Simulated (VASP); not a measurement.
# Si3N4 (P6_3/m) in VASP: further runs

Si3N4 is run at these levels: PBEsol; tasks: relaxation of cell and atoms, single point.

All numbers are computed with VASP 6.6.1; they aren't measurements. Logs are shortened: lines on timing, memory, paths and dates and some standing lists are left out, and cuts for length are marked.

**1. The cell of the first run**

Symmetry: P6_3/m, No. 176, hexagonal system. The conventional cell has a = 7.664 Å, b = 7.664 Å, c = 2.926 Å, α = 90.00°, β = 90.00°, γ = 120.00°. Within 2.3 Å of Si (site symmetry m) lie 4 N at 1.74 to 1.75 Å. N (site symmetry m) has 3 Si at 1.75 Å within 2.3 Å. N (site symmetry -6) has 3 Si at 1.74 Å within 2.3 Å.

**2. Relaxation of cell and atoms, PBEsol**

INCAR reads:

```
PREC = Accurate ; ENCUT = 600
EDIFF = 1E-6 ; ISMEAR = 0
SIGMA = 0.02 ; LREAL = F
LASPH = T ; NELM = 60
ALGO = Normal ; ISIF = 3
LWAVE = F ; LCHARG = F
GGA = PS ; IBRION = 2
NSW = 70 ; EDIFFG = -0.005
```

KPOINTS reads:

```
Automatic mesh
0
Gamma
  6 6 8
```

POSCAR reads:

```
Si3N4
1.0
    7.6636192821      0.0000000000      0.0000000000
   -3.8318096411      6.6368889832      0.0000000000
    0.0000000000      0.0000000000      2.9264354330
Si N
6 8
Direct
    0.7689127088      0.1750130393      0.2500000000
    0.5938996695      0.7689127088      0.7500000000
    0.8249869607      0.5938996695      0.2500000000
    0.2310872912      0.8249869607      0.7500000000
    0.4061003305      0.2310872912      0.2500000000
    0.1750130393      0.4061003305      0.7500000000
    0.0308339517      0.3300008783      0.2500000000
    0.7008330734      0.0308339517      0.7500000000
    0.6699991217      0.7008330734      0.2500000000
    0.9691660483      0.6699991217      0.7500000000
    0.2991669266      0.9691660483      0.2500000000
    0.3300008783      0.2991669266      0.7500000000
    0.6666666667      0.3333333333      0.2500000000
    0.3333333333      0.6666666667      0.7500000000
```

Potentials or basis: VASP PAW PBE potentials, release 64 (Si, N).

On the command line:

```
$ cat potpaw_PBE.64/Si/POTCAR potpaw_PBE.64/N/POTCAR > POTCAR
$ mpirun -np 1 vasp_std > vasp.out
```

OUTCAR:

```text
PREC = Accurate
   ENCUT = 600
   EDIFF = 1E-6
   ISMEAR = 0
   LREAL = F
   LASPH = T
   NELM = 60
   ISIF = 3
   GGA = PS
   IBRION = 2
   NSW = 70
   EDIFFG = -0.005

 ion  position               nearest neighbor table
   1  0.769  0.175  0.250-  13 1.74   7 1.75   8 1.75   8 1.75   3 3.02   5 3.02   6 3.07   6 3.07
                             2 3.07   2 3.07
   2  0.594  0.769  0.750-  14 1.74   8 1.75   9 1.75   9 1.75   6 3.02   4 3.02   1 3.07   1 3.07
                             3 3.07   3 3.07
   3  0.825  0.594  0.250-  13 1.74   9 1.75  10 1.75  10 1.75   5 3.02   1 3.02   4 3.07   4 3.07
                             2 3.07   2 3.07
   4  0.231  0.825  0.750-  14 1.74  10 1.75  11 1.75  11 1.75   6 3.02   2 3.02   3 3.07   3 3.07
                             5 3.07   5 3.07
   5  0.406  0.231  0.250-  13 1.74  11 1.75  12 1.75  12 1.75   3 3.02   1 3.02   4 3.07   4 3.07
                             6 3.07   6 3.07
   6  0.175  0.406  0.750-  14 1.74  12 1.75   7 1.75   7 1.75   2 3.02   4 3.02   1 3.07   1 3.07
                             5 3.07   5 3.07
   7  0.031  0.330  0.250-   1 1.75   6 1.75   6 1.75
   8  0.701  0.031  0.750-   2 1.75   1 1.75   1 1.75
   9  0.670  0.701  0.250-   3 1.75   2 1.75   2 1.75
  10  0.969  0.670  0.750-   4 1.75   3 1.75   3 1.75
  11  0.299  0.969  0.250-   5 1.75   4 1.75   4 1.75
  12  0.330  0.299  0.750-   6 1.75   5 1.75   5 1.75
  13  0.667  0.333  0.250-   1 1.74   3 1.74   5 1.74
  14  0.333  0.667  0.750-   4 1.74   6 1.74   2 1.74

  LATTYP: Found a hexagonal cell.
 ALAT       =     7.6636192821
 C/A-ratio  =     0.3818607534

  Lattice vectors:

 A1 = (   7.6636192821,   0.0000000000,   0.0000000000)
 A2 = (  -3.8318096411,   6.6368889832,   0.0000000000)
 A3 = (   0.0000000000,   0.0000000000,   2.9264354330)

Analysis of symmetry for initial positions (statically):
=====================================================================
 Subroutine PRICEL returns:
 Original cell was already a primitive cell.

 Routine SETGRP: Setting up the symmetry group for a
 hexagonal supercell.

 Subroutine GETGRP returns: Found 12 space group operations
 (whereof  6 operations were pure point group operations)
 out of a pool of 24 trial point group operations.

The static configuration has the point symmetry S_6 .
 The point group associated with its full space group is C_6h.

Analysis of symmetry for dynamics (positions and initial velocities):
=====================================================================
 Subroutine PRICEL returns:
 Original cell was already a primitive cell.

 Routine SETGRP: Setting up the symmetry group for a
 hexagonal supercell.
[... 155 lines left out ...]
   GGA     = PS    functional components
   LHFCALC =     F    Hartree Fock is set to
   AEXX    =    0.0000 exact exchange contribution
   IVDW    =     0    specifies the selected vdW correction
   LEPSILON=     F    determine dielectric tensor
   LRPA    =     F    only Hartree local field effects (RPA)
 conjugate gradient relaxation of ions
 non-spin polarized calculation
 Gauss-broadening in eV      SIGMA  =   0.02
  energy-cutoff  :      600.00
  volume of cell :      148.85
 maximum number of plane-waves:      5003
 NGX is ok and might be reduce to    64
   NGX = 31   NGY = 31   NGZ = 11

--------------------------------------- Ionic step        1  -------------------------------------------

 number of electron      63.9999994 magnetization

 Free energy of the ion-electron system (eV)
  ---------------------------------------------------
  ext. energy  EPLUGINS =         0.00000000
  ---------------------------------------------------
  free energy    TOTEN  =      -120.37553820 eV

  energy without entropy =     -120.37553820  energy(sigma->0) =     -120.37553820

------------------------ aborting loop because EDIFF is reached ----------------------------------------

  FORCE on cell =-STRESS in cart. coord.  units (eV):
  Direction    XX          YY          ZZ          XY          YZ          ZX
  --------------------------------------------------------------------------------------
  -------------------------------------------------------------------------------------
  Total       -3.2272015     -3.2272015     -3.5012190     -0.0000001      0.0000000      0.0000000
  in kB      -34.7375544    -34.7375544    -37.6870752     -0.0000013      0.0000000      0.0000000
  external PRESSURE =     -35.7207280 kB  Pullay stress =       0.0000000 kB
[... 125 lines left out ...]
  FREE ENERGIE OF THE ION-ELECTRON SYSTEM (eV)
  ---------------------------------------------------
  free  energy   TOTEN  =      -120.4001774318 eV

  energy  without entropy=     -120.4001774318  energy(sigma->0) =     -120.40017743

[... ionic steps 4 to 12 ...]

--------------------------------------- Ionic step       13  -------------------------------------------

 number of electron      63.9999996 magnetization

------------------------ aborting loop because EDIFF is reached ----------------------------------------
[... 91 lines left out ...]
--------------------------------------- Ionic step       15  -------------------------------------------

 number of electron      63.9999995 magnetization

 Free energy of the ion-electron system (eV)
  ---------------------------------------------------
  ext. energy  EPLUGINS =         0.00000000
  ---------------------------------------------------
  free energy    TOTEN  =      -120.40189912 eV

  energy without entropy =     -120.40189912  energy(sigma->0) =     -120.40189912

 E-fermi :   6.7360     XC(G=0): -10.9899

 val. band max:        6.6005240912   @ k =   0.0000   0.0000   0.1250
 cond. band min:      10.7987225216   @ k =   0.0000   0.0000   0.0000
 fundamental gap:      4.1981984304
 Fermi energy:         6.7360018697

 k-point     1 :       0.0000    0.0000    0.0000
  band No.  band energies     occupation
      1     -11.5492      2.00000
      2     -10.0745      2.00000
      3     -10.0745      2.00000
      4      -9.4511      2.00000
      5      -9.3124      2.00000
      6      -9.3124      2.00000
[... 1021 lines left out ...]
     39      14.0019      0.00000
     40      14.2243      0.00000

 [... further k-points ...]

------------------------ aborting loop because EDIFF is reached ----------------------------------------

  FORCE on cell =-STRESS in cart. coord.  units (eV):
  Direction    XX          YY          ZZ          XY          YZ          ZX
  --------------------------------------------------------------------------------------
  -------------------------------------------------------------------------------------
  Total       -0.0234579     -0.0234579      0.0422786     -0.0000001      0.0000000      0.0000000
  in kB       -0.2563909     -0.2563909      0.4620966     -0.0000011      0.0000000      0.0000000
  external PRESSURE =      -0.0168951 kB  Pullay stress =       0.0000000 kB
[... 29 lines left out ...]
  FREE ENERGIE OF THE ION-ELECTRON SYSTEM (eV)
  ---------------------------------------------------
  free  energy   TOTEN  =      -120.4018991162 eV

  energy  without entropy=     -120.4018991162  energy(sigma->0) =     -120.40189912

 reached required accuracy - stopping structural energy minimisation
```

OSZICAR:

```text
N       E                     dE             d eps       ncg     rms          rms(c)
DAV:   1     0.334676311132E+03    0.33468E+03   -0.34772E+04  3208   0.166E+03
DAV:   2    -0.108214233727E+03   -0.44289E+03   -0.42627E+03  4144   0.330E+02
DAV:   3    -0.135368967141E+03   -0.27155E+02   -0.27000E+02  3840   0.922E+01
[... 106 lines left out ...]
       N       E                     dE             d eps       ncg     rms          rms(c)
DAV:   1    -0.120401901381E+03   -0.22742E-04   -0.12952E-03  3272   0.201E-01    0.113E-02
DAV:   2    -0.120401900396E+03    0.98531E-06   -0.22731E-05  3984   0.254E-02    0.633E-03
DAV:   3    -0.120401899282E+03    0.11140E-05   -0.20720E-06  2528   0.828E-03    0.273E-03
DAV:   4    -0.120401899116E+03    0.16593E-06   -0.80624E-07  2280   0.520E-03
  15 F= -.12040190E+03 E0= -.12040190E+03  d E =-.205520E-04
```

CONTCAR:

```text
Si3N4
   1.00000000000000
     7.6264872423271139    0.0000000294992801   -0.0000000000000000
    -3.8132436467599544    6.6047316787131569   -0.0000000000000000
     0.0000000000000000   -0.0000000000000000    2.9101688577680904
  Si              N
     6     8
Direct
     0.7675679507834161    0.1739535666782154    0.2500000000000000
[... 17 lines left out ...]
  0.00000000E+00  0.00000000E+00  0.00000000E+00
  0.00000000E+00  0.00000000E+00  0.00000000E+00
  0.00000000E+00  0.00000000E+00  0.00000000E+00
  0.00000000E+00  0.00000000E+00  0.00000000E+00
  0.00000000E+00  0.00000000E+00  0.00000000E+00
  0.00000000E+00  0.00000000E+00  0.00000000E+00
  0.00000000E+00  0.00000000E+00  0.00000000E+00
  0.00000000E+00  0.00000000E+00  0.00000000E+00
  0.00000000E+00  0.00000000E+00  0.00000000E+00
  0.00000000E+00  0.00000000E+00  0.00000000E+00
  0.00000000E+00  0.00000000E+00  0.00000000E+00
```

Wall time 21 min (1 thread of AMD EPYC 9R45 (Zen 5), shared host); peak memory 0.41 GiB.

What came out:

```
Free energy                            : -120.4019 eV
Relaxed volume                         : 10.47 Å³/atom
Relaxed cell                           : a = 7.626 Å, b = 7.626 Å, c = 2.910 Å, α = 90.00°, β = 90.00°, γ = 120.00°
Space group after relaxing (to 0.05 Å) : P6_3/m (No. 176)
Energy gained by relaxing              : 1.9 meV/atom
Ionic steps                            : 15
Pressure after relaxing                : 0.0 GPa
Largest force after relaxing           : 0.004 eV/Å
Band gap on the k mesh                 : 4.20 eV, indirect (least direct gap 4.38 eV)
```

Forces in eV/Å, atoms in the order of the input:
```
Si  -0.003 -0.003  0.000
Si   0.001 -0.004  0.000
Si   0.004 -0.001  0.000
Si   0.003  0.003  0.000
Si  -0.001  0.004  0.000
Si  -0.004  0.001  0.000
N    0.003 -0.001  0.000
N    0.002  0.002  0.000
N    0.000  0.003  0.000
N   -0.003  0.001  0.000
N   -0.002 -0.002  0.000
N    0.000 -0.003  0.000
N    0.000  0.000  0.000
N    0.000  0.000  0.000
```

Step by step:
| step | energy change (eV) | largest force (eV/Å) | pressure (GPa) | volume (Å³) |
| --- | --- | --- | --- | --- |
| 1 | 0.0000 | 0.0302 | -3.57 | 148.85 |
| 2 | 0.0212 | 0.0767 | 5.17 | 143.80 |
| 3 | -0.0246 | 0.0407 | 0.00 | 146.69 |
| 4 | -0.0246 | 0.0412 | 0.07 | 146.64 |
| 5 | -0.0251 | 0.0360 | 0.07 | 146.62 |
| 6 | -0.0254 | 0.0603 | 0.08 | 146.59 |
| 7 | -0.0256 | 0.0506 | 0.06 | 146.60 |
| 8 | -0.0259 | 0.0257 | 0.00 | 146.62 |
| 9 | -0.0257 | 0.0722 | -0.11 | 146.65 |
| 10 | -0.0260 | 0.0329 | -0.03 | 146.63 |
| 11 | -0.0261 | 0.0293 | -0.03 | 146.62 |
| 12 | -0.0262 | 0.0235 | -0.01 | 146.60 |
| 13 | -0.0263 | 0.0151 | 0.00 | 146.60 |
| 14 | -0.0263 | 0.0075 | 0.01 | 146.58 |
| 15 | -0.0264 | 0.0041 | 0.00 | 146.59 |

Final structure:
```
Si N
1.0
     7.62649    0.00000    0.00000
    -3.81324    6.60473    0.00000
     0.00000    0.00000    2.91017
Si N
6 8
Direct
  0.76757 0.17395 0.25000
  0.59361 0.76757 0.75000
  0.82605 0.59361 0.25000
  0.23243 0.82605 0.75000
  0.40639 0.23243 0.25000
  0.17395 0.40639 0.75000
  0.02957 0.33001 0.25000
  0.69956 0.02957 0.75000
  0.66999 0.69956 0.25000
  0.97043 0.66999 0.75000
  0.30044 0.97043 0.25000
  0.33001 0.30044 0.75000
  0.66667 0.33333 0.25000
  0.33333 0.66667 0.75000
```

Caveat: the PAW data sets were made with another functional, which shifts forces and pressure a little. PBEsol gaps usually lie below the measured ones, often by a third to a half.

**3. Single point, PBEsol**

This run uses another cell than the first one, of 10.47 Å³/atom, 0.984 times its volume.

INCAR reads:

```
PREC     = Accurate       # precision mode
ENCUT    = 520            # plane-wave cutoff, eV
EDIFF    = 1E-6           # SCF threshold, eV
ISMEAR   = 0              # smearing method
SIGMA    = 0.02           # smearing width, eV
LREAL    = F              # projectors in reciprocal space
LASPH    = T              # aspherical terms in the spheres
NELM     = 60             # most SCF steps
ALGO     = Normal         # electronic algorithm
ISIF     = 2              # what is computed and relaxed
LWAVE    = F              # write WAVECAR
LCHARG   = F              # write CHGCAR
GGA      = PS             # functional
NBANDS   = 45             # bands
```

KPOINTS is that of step 2.

POSCAR reads:

```
Si3N4
1.0
    7.6247597308      0.0000000000      0.0000000000
   -3.8123798654      6.6032356246      0.0000000000
    0.0000000000      0.0000000000      2.9104211686
Si N
6 8
Direct
    0.7675771316      0.1739516454      0.2500000000
    0.5936254862      0.7675771316      0.7500000000
    0.8260483546      0.5936254862      0.2500000000
    0.2324228684      0.8260483546      0.7500000000
    0.4063745138      0.2324228684      0.2500000000
    0.1739516454      0.4063745138      0.7500000000
    0.0296264983      0.3299989699      0.2500000000
    0.6996275285      0.0296264983      0.7500000000
    0.6700010301      0.6996275285      0.2500000000
    0.9703735017      0.6700010301      0.7500000000
    0.3003724715      0.9703735017      0.2500000000
    0.3299989699      0.3003724715      0.7500000000
    0.6666666667      0.3333333333      0.2500000000
    0.3333333333      0.6666666667      0.7500000000
```

Potentials or basis: VASP PAW PBE potentials, release 64 (Si, N).

On the command line:

```
$ cat potpaw_PBE.64/Si/POTCAR potpaw_PBE.64/N/POTCAR > POTCAR
$ mpirun -np 1 vasp_std > vasp.out
```

Run time: 6.7 min. Hardware: 1 thread of Intel Xeon 8259CL, shared host; peak memory 0.38 GiB.

The run converged. Its results:

* Free energy: -120.3861 eV
* Pressure: 0.2 GPa
* Largest force: 0.005 eV/Å
* Band gap on the k mesh: 4.19 eV, indirect (least direct gap 4.38 eV)

Forces on the atoms (eV/Å):
```
Si   0.002 -0.001  0.000
Si   0.001  0.001  0.000
Si   0.000  0.002  0.000
Si  -0.002  0.001  0.000
Si  -0.001 -0.001  0.000
Si   0.000 -0.002  0.000
N   -0.004 -0.003  0.000
N    0.000 -0.005  0.000
N    0.004 -0.002  0.000
N    0.004  0.003  0.000
N    0.000  0.005  0.000
N   -0.004  0.002  0.000
N    0.000  0.000  0.000
N    0.000  0.000  0.000
```

Levels at points of the mesh, in eV from the valence-band top:
```tsv
k point	band 28	band 29	band 30	band 31	band 32	band 33	band 34	band 35	band 36	band 37
(0.00, 0.00, 0.00)	-1.29	-1.29	-0.46	-0.37	-0.19	4.19	4.61	4.79	4.79	5.09
(0.50, 0.00, 0.00)	-1.68	-1.36	-0.77	-0.32	-0.25	4.50	4.60	4.75	5.16	5.68
(0.00, 0.00, 0.50)	-1.62	-1.62	-1.62	-1.36	-1.36	4.55	4.55	4.55	4.55	7.18
(0.50, 0.00, 0.50)	-1.89	-1.49	-1.49	-1.05	-1.05	4.64	4.64	5.71	5.71	6.05
```

Caveat: the PAW data sets were made with another functional, which shifts forces and pressure a little. A k mesh can miss the band edges.
